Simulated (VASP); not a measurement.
# AlNi (P4/mmm) in VASP: single point with PBEsol

Aim: the single point of AlNi with PBEsol.

Everything below comes from runs of VASP 6.6.1. Logs are shortened: lines on timing, memory, paths and dates and some standing lists are left out, and cuts for length are marked.

## Step 1: The cell of the first run

It takes space group P4/mmm (No. 123, tetragonal). Conventional cell: a = 2.991 Å, b = 2.991 Å, c = 2.727 Å, α = 90.00°, β = 90.00°, γ = 90.00°. Al (site symmetry 4/mmm) has 8 Ni at 2.52 Å and 6 Al at 2.73 to 2.99 Å within 3.3 Å. Within 3.3 Å of Ni (site symmetry 4/mmm) lie 8 Al at 2.52 Å and 6 Ni at 2.73 to 2.99 Å.

## Step 2: Single point, PBEsol (biaxial strain in the a-b plane: +4.5 %, then relaxed in part)

INCAR

```
SYSTEM = AlNi
  PREC = Accurate
  ENCUT = 520
  EDIFF = 1E-6
  ISMEAR = 0
  SIGMA = 0.1
  LREAL = .FALSE.
  LASPH = .TRUE.
  NELM = 60
  ALGO = Fast
  ISIF = 2
  LWAVE = .FALSE.
  LCHARG = .FALSE.
  GGA = PS
  NBANDS = 14
```

KPOINTS

```
Automatic mesh
0
G
  18 18 18
  0 0 0
```

POSCAR

```
AlNi
1.0
    2.9911569874      0.0000000000      0.0000000000
    0.0000000000      2.9911569874      0.0000000000
    0.0000000000      0.0000000000      2.7268915270
Al Ni
1 1
Direct
    0.5000000000      0.5000000000      0.5000000000
    0.0000000000      0.0000000000      0.0000000000
```

Potentials or basis: VASP PAW PBE potentials, release 64 (Al, Ni).

Launch:

```
$ cat potpaw_PBE.64/Al/POTCAR potpaw_PBE.64/Ni/POTCAR > POTCAR
$ mpirun -np 1 vasp_std > vasp.out
```

OUTCAR:

```text
SYSTEM = AlNi
   PREC = Accurate
   ENCUT = 520
   EDIFF = 1E-6
   ISMEAR = 0
   LREAL = .FALSE.
   LASPH = .TRUE.
   NELM = 60
   ISIF = 2
   GGA = PS

 ion  position               nearest neighbor table
   1  0.500  0.500  0.500-   2 2.52   2 2.52   2 2.52   2 2.52   2 2.52   2 2.52   2 2.52   2 2.52

   2  0.000  0.000  0.000-   1 2.52   1 2.52   1 2.52   1 2.52   1 2.52   1 2.52   1 2.52   1 2.52

  LATTYP: Found a simple tetragonal cell.
 ALAT       =     2.9911569874
 C/A-ratio  =     0.9116510897

  Lattice vectors:

 A1 = (   2.9911569874,   0.0000000000,   0.0000000000)
 A2 = (   0.0000000000,   2.9911569874,   0.0000000000)
 A3 = (   0.0000000000,   0.0000000000,   2.7268915270)

Analysis of symmetry for initial positions (statically):
=====================================================================
 Subroutine PRICEL returns:
 Original cell was already a primitive cell.

 Routine SETGRP: Setting up the symmetry group for a
 simple tetragonal supercell.

 Subroutine GETGRP returns: Found 16 space group operations
 (whereof 16 operations were pure point group operations)
 out of a pool of 16 trial point group operations.

The static configuration has the point symmetry D_4h.

Analysis of symmetry for dynamics (positions and initial velocities):
=====================================================================
 Subroutine PRICEL returns:
 Original cell was already a primitive cell.

 Routine SETGRP: Setting up the symmetry group for a
 simple tetragonal supercell.

 Subroutine GETGRP returns: Found 16 space group operations
 (whereof 16 operations were pure point group operations)
 out of a pool of 16 trial point group operations.

The dynamic configuration has the point symmetry D_4h.

 Subroutine INISYM returns: Found 16 space group operations
 (whereof 16 operations are pure point group operations),
 and found     1 'primitive' translations

----------------------------------------------------------------------------------------

                                     Primitive cell

  volume of cell :      24.3976

  direct lattice vectors                    reciprocal lattice vectors
     2.991156987  0.000000000  0.000000000     0.334318795  0.000000000  0.000000000
     0.000000000  2.991156987  0.000000000     0.000000000  0.334318795  0.000000000
     0.000000000  0.000000000  2.726891527     0.000000000  0.000000000  0.366717924

  length of vectors
     2.991156987  2.991156987  2.726891527     0.334318795  0.334318795  0.366717924

  position of ions in fractional coordinates (direct lattice)
     0.500000000  0.500000000  0.500000000
     0.000000000  0.000000000  0.000000000

  ion indices of the primitive-cell ions
   primitive index   ion index
                 1           1
                 2           2

----------------------------------------------------------------------------------------

 KPOINTS: Automatic mesh

Automatic generation of k-mesh.
 Grid dimensions read from file:
 generate k-points for:   18   18   18

 Generating k-lattice:

  Cartesian coordinates                     Fractional coordinates (reciprocal lattice)
     0.018573266  0.000000000  0.000000000     0.055555556  0.000000000  0.000000000
     0.000000000  0.018573266  0.000000000     0.000000000  0.055555556  0.000000000
     0.000000000  0.000000000  0.020373218     0.000000000  0.000000000  0.055555556

  Length of vectors
     0.018573266  0.018573266  0.020373218

  Shift w.r.t. Gamma in fractional coordinates (k-lattice)
     0.000000000  0.000000000  0.000000000

 Subroutine IBZKPT returns following result:
 ===========================================

 Found    550 irreducible k-points:

 Following reciprocal coordinates:
            Coordinates               Weight
  0.000000  0.000000  0.000000      1.000000
  0.055556  0.000000  0.000000      4.000000
  0.111111  0.000000  0.000000      4.000000
  0.166667  0.000000  0.000000      4.000000
  0.222222  0.000000  0.000000      4.000000
  0.277778  0.000000  0.000000      4.000000
[... 16 lines left out ...]
  0.277778  0.111111  0.000000      8.000000
  0.333333  0.111111  0.000000      8.000000
 [... further k-points ...]
   k-points           NKPTS =    550   k-points in BZ     NKDIM =    550   number of bands    NBANDS=     14
   number of dos      NEDOS =    301   number of ions     NIONS =      2
   total plane-waves  NPLWV =  11520
   dimension x,y,z NGX =    24 NGY =   24 NGZ =   20
   dimension x,y,z NGXF=    48 NGYF=   48 NGZF=   40
   ions per type =               1   1
   NGX,Y,Z   is equivalent  to a cutoff of  13.34, 13.34, 12.19 a.u.
   NGXF,Y,Z  is equivalent  to a cutoff of  26.68, 26.68, 24.39 a.u.
 SYSTEM =  AlNi
   PREC   = accura    normal or accurate (medium, high low for compatibility)
   ISTART =      0    job   : 0-new  1-cont  2-samecut
   ICHARG =      2    charge: 1-file 2-atom 10-const
   ISPIN  =      1    spin polarized calculation?
   LNONCOLLINEAR =      F non collinear calculations
   LSORBIT =      F    spin-orbit coupling
   LASPH  =      T    aspherical Exc in radial PAW
   ENCUT  =  520.0 eV  38.22 Ry    6.18 a.u.   5.56  5.56  5.07*2*pi/ulx,y,z
   NELM   =     60;   NELMIN=  2; NELMDL= -5     # of ELM steps
   EDIFF  = 0.1E-05   stopping-criterion for ELM
   LREAL  =      F    real-space projection
   EDIFFG = 0.1E-04   stopping-criterion for IOM
   NSW    =      0    number of steps for IOM
   IBRION =     -1    ionic relax: 0-MD 1-quasi-New 2-CG
   NFREE  =      0    steps in history (QN), initial steepest desc. (CG)
   ISIF   =      2    stress and relaxation
   ISYM   =      2    0-nonsym 1-usesym 2-fastsym
   POTIM  = 0.5000    time-step for ionic-motion
   TEBEG  =    0.0;   TEEND  =   0.0 temperature during run
   PSTRESS=    0.0 pullay stress
   NELECT =      13.0000    total number of electrons
   NUPDOWN=      -1.0000    fix difference up-down
   EMIN   =  10.00;   EMAX   =-10.00  energy-range for DOS
   EFERMI =   0.00;   METHOD = LEGACY
   ISMEAR =     0;   SIGMA  =   0.10  broadening in eV -4-tet -1-fermi 0-gaus
   EFERMI_NEDOS =   21; number of points for ismear=-14 and -15
   IALGO  =     68    algorithm
   IMIX   =      4    mixing-type and parameters
     AMIX     =   0.40;   BMIX     =  1.00
     AMIX_MAG =   1.60;   BMIX_MAG =  1.00
  volume/ion in A,a.u.               =      12.20        82.32
  Fermi-wavevector in a.u.,A,eV,Ry     =   1.327213  2.508068 23.966574  1.761494
  Thomas-Fermi vector in A             =   2.456542
   LORBIT       =      0    0 simple, 1 ext, 2 COOP (PROOUT), +10 PAW based schemes
   GGA     = PS    functional components
   LHFCALC =     F    Hartree Fock is set to
   AEXX    =    0.0000 exact exchange contribution
   IVDW    =     0    specifies the selected vdW correction
   LEPSILON=     F    determine dielectric tensor
   LRPA    =     F    only Hartree local field effects (RPA)
 non-spin polarized calculation
 RMM-DIIS sequential band-by-band and
 Gauss-broadening in eV      SIGMA  =   0.10
  energy-cutoff  :      520.00
  volume of cell :       24.40
 maximum number of plane-waves:       683
 NGX is ok and might be reduce to    24
   NGX = 11   NGY = 11   NGZ = 11

 number of electron      13.0000002 magnetization

 Free energy of the ion-electron system (eV)
  ---------------------------------------------------
  ext. energy  EPLUGINS =         0.00000000
  ---------------------------------------------------
  free energy    TOTEN  =       -11.53209086 eV

  energy without entropy =      -11.52788384  energy(sigma->0) =      -11.52998735

 E-fermi :   9.6475     XC(G=0): -12.0686

 val. band max:        9.6410055106   @ k =   0.3333   0.0000   0.2778
 cond. band min:       9.6497842065   @ k =   0.2778   0.0000   0.3889
 fundamental gap:      0.0087786958
 Fermi energy:         9.6474616452

 k-point     1 :       0.0000    0.0000    0.0000
  band No.  band energies     occupation
      1      -1.3567      2.00000
      2       6.4582      2.00000
      3       6.4825      2.00000
      4       7.9668      2.00000
      5       8.2377      2.00000
      6       8.2377      2.00000
      7      13.9917      0.00000
      8      13.9917      0.00000
      9      17.3236      0.00000
     10      17.3679      0.00000
     11      17.6544      0.00000
     12      23.4643      0.00000
     13      28.9242      0.00000
     14      31.1965      0.00000

 k-point     2 :       0.0556    0.0000    0.0000
  band No.  band energies     occupation
      1      -1.3039      2.00000
      2       6.4515      2.00000
      3       6.4896      2.00000
      4       7.9412      2.00000
      5       8.2225      2.00000
      6       8.2396      2.00000
      7      13.4726      0.00000
      8      14.0664      0.00000
      9      17.4314      0.00000
     10      17.4812      0.00000
     11      18.0422      0.00000
     12      23.5720      0.00000
     13      28.1587      0.00000
     14      30.6002      0.00000

 k-point     3 :       0.1111    0.0000    0.0000
  band No.  band energies     occupation
      1      -1.1461      2.00000
      2       6.4124      2.00000
      3       6.5200      2.00000
      4       7.8695      2.00000
      5       8.1793      2.00000
      6       8.2450      2.00000
      7      12.4287      0.00000
      8      14.2855      0.00000
      9      17.5234      0.00000
     10      17.6197      0.00000
     11      19.1014      0.00000
     12      23.9210      0.00000
     13      26.8618      0.00000
     14      29.4981      0.00000
[... 324 lines left out ...]
 k-point    23 :       0.2778    0.1111    0.0000
  band No.  band energies     occupation
      1       0.1402      2.00000
      2       5.7859      2.00000
      3       6.6817      2.00000
      4       7.4111      2.00000
      5       7.9676      2.00000
      6       8.2198      2.00000
      7       9.7754      0.07041
      8      13.8500      0.00000
      9      18.8587      0.00000
     10      19.0983      0.00000
     11      21.5748      0.00000
     12      22.5528      0.00000
     13      26.0253      0.00000
     14      27.1998      0.00000

 k-point    24 :       0.3333    0.1111    0.0000
  band No.  band energies     occupation
      1       0.6893      2.00000
      2       5.1994      2.00000
      3       6.7573      2.00000
      4       7.3307      2.00000
      5       7.8961      2.00000
      6       8.2307      2.00000
      7       9.2575      2.00000
      8      14.3829      0.00000
      9      18.5112      0.00000
     10      19.7015      0.00000
     11      21.0278      0.00000
     12      23.2092      0.00000
     13      24.9204      0.00000
     14      27.1741      0.00000

 [... further k-points ...]
[... 5 lines left out ...]
  --------------------------------------------------------------------------------------
  -------------------------------------------------------------------------------------
  Total       -1.2736908     -1.2736908      0.0661139      0.0000000      0.0000000      0.0000000
  in kB      -83.6427549    -83.6427549      4.3416745      0.0000000      0.0000000      0.0000000
  external PRESSURE =     -54.3146118 kB  Pullay stress =       0.0000000 kB

 VOLUME and BASIS-vectors are now :
 -----------------------------------------------------------------------------
  energy-cutoff  :      520.00
  volume of cell :       24.40
      direct lattice vectors                 reciprocal lattice vectors
     2.991156987  0.000000000  0.000000000     0.334318795  0.000000000  0.000000000
     0.000000000  2.991156987  0.000000000     0.000000000  0.334318795  0.000000000
     0.000000000  0.000000000  2.726891527     0.000000000  0.000000000  0.366717924

 POSITION                                       TOTAL-FORCE (eV/Angst)
 -----------------------------------------------------------------------------------
      1.49558      1.49558      1.36345         0.000000      0.000000      0.000000
      0.00000      0.00000      0.00000         0.000000      0.000000      0.000000
 -----------------------------------------------------------------------------------
    total drift:                                0.000000      0.000000      0.000000

  FREE ENERGIE OF THE ION-ELECTRON SYSTEM (eV)
  ---------------------------------------------------
  free  energy   TOTEN  =       -11.5320908597 eV

  energy  without entropy=      -11.5278838389  energy(sigma->0) =      -11.52998735
```

Run time: 1.8 min. Hardware: 1 thread of Intel Xeon Platinum 8375C at 2.90GHz (Ice Lake), shared host; peak memory 0.29 GiB.

What came out:

```
Free energy : -11.5321 eV
Pressure    : -5.4 GPa
```

Stress tensor (GPa, compression positive):
```
-8.36  0.00  0.00
 0.00 -8.36  0.00
 0.00  0.00  0.43
```

Caveat: the cell differs from its parent crystal (biaxial strain in the a-b plane: +4.5 %, then relaxed in part); the PAW data sets were made with another functional, which shifts forces and pressure a little. Spin polarisation is off, so any magnetic state and its effect on volume and gap are missing.
